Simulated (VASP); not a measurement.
Set up this calculation in VASP 6.6.1, as the native input.

```yaml
Task: single point
Functional: PBE
Potentials_or_basis: VASP PAW PBE potentials, release 64 (Al, Bi_d, O)
Cutoff: 520 eV
k_mesh: 8 × 3 × 3
Occupations: gaussian, width 0.2 eV
Spin: no spin polarisation
Dipole_correction: no
Further_INCAR_settings: ALGO = Normal; EDIFF = 1e-06; NBANDS = 55
```

The structure of Al3BiO3 lies in POSCAR:

```
Al3BiO3
1.0
    0.0000000000      0.0000000000      3.0701627872
    9.9248733823      0.0000000000      0.0000000000
   -4.9624366912      8.5951924784      0.0000000000
Al Bi O
6 2 6
Direct
    0.2500000000      0.6687000575      0.8524965111
    0.7500000000      0.8524965111      0.1837964537
    0.2500000000      0.1837964537      0.3312999425
    0.7500000000      0.3312999425      0.1475034889
    0.7500000000      0.8162035463      0.6687000575
    0.2500000000      0.1475034889      0.8162035463
    0.7500000000      0.6666666667      0.3333333333
    0.2500000000      0.3333333333      0.6666666667
    0.7500000000      0.7405883535      0.9701770304
    0.2500000000      0.9701770304      0.2295886769
    0.7500000000      0.2295886769      0.2594116465
    0.2500000000      0.2594116465      0.0298229696
    0.2500000000      0.7704113231      0.7405883535
    0.7500000000      0.0298229696      0.7704113231
```

These files were run (other wordings do the same):

INCAR

```
SYSTEM = Al3BiO3
PREC = Accurate ; ENCUT = 520
EDIFF = 1E-6 ; ISMEAR = 0
SIGMA = 0.2 ; LREAL = .FALSE.
LASPH = .TRUE. ; NELM = 100
ALGO = Normal ; ISIF = 2
LWAVE = .FALSE. ; LCHARG = .FALSE.
GGA = PE ; NBANDS = 55
```

KPOINTS

```
Automatic mesh
0
G
  8 3 3
  0 0 0
```

Potentials or basis: VASP PAW PBE potentials, release 64 (Al, Bi_d, O).

The run is started by

```console
$ cat potpaw_PBE.64/Al/POTCAR potpaw_PBE.64/Bi_d/POTCAR potpaw_PBE.64/O/POTCAR > POTCAR
$ mpirun -np 1 vasp_std > vasp.out
```

Results of the run:

```json
{
  "Pressure": "-0.3 GPa",
  "Largest force": "0.309 eV/Å",
  "Band gap on the k mesh": "zero (bands 42 and 43 overlap by 0.89 eV)"
}
```

Caveat: the stress differs along the axes, from -2 to 3 GPa; spin-orbit coupling is left out, which moves the levels of the heavy elements.

Run time: 2.3 min on 1 thread of Intel(R) Xeon(R) 6975P-C (Granite Rapids), on a shared host, peak memory 0.49 GiB.
